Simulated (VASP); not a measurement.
A run of VASP 6.6.1 is set up as follows.

File INCAR:

```
SYSTEM = SbMo
PREC = Accurate
ENCUT = 520
EDIFF = 1E-7
ISMEAR = 0
SIGMA = 0.05
LREAL = .False.
LASPH = .True.
NELM = 60
ALGO = Normal
ISIF = 2
LWAVE = .False.
LCHARG = .False.
GGA = PE
NBANDS = 16
```

File KPOINTS:

```
Automatic mesh
0
Gamma
  10 10 10
  0 0 0
```

POSCAR

```
SbMo
1.0
    0.0000000000      3.1029284590      3.1029284590
    3.1029284590      0.0000000000      3.1029284590
    3.1029284590      3.1029284590      0.0000000000
Mo Sb
1 1
Direct
    0.0000000000      0.0000000000      0.0000000000
    0.2500000000      0.2500000000      0.2500000000
```

Potentials or basis: VASP PAW PBE potentials, release 64 (Mo_sv, Sb).

Command:

```bash
$ cat potpaw_PBE.64/Mo_sv/POTCAR potpaw_PBE.64/Sb/POTCAR > POTCAR
$ mpirun -np 1 vasp_std > vasp.out
```

(1) Estimate the pressure.

Results:

(1) -2.8 GPa.
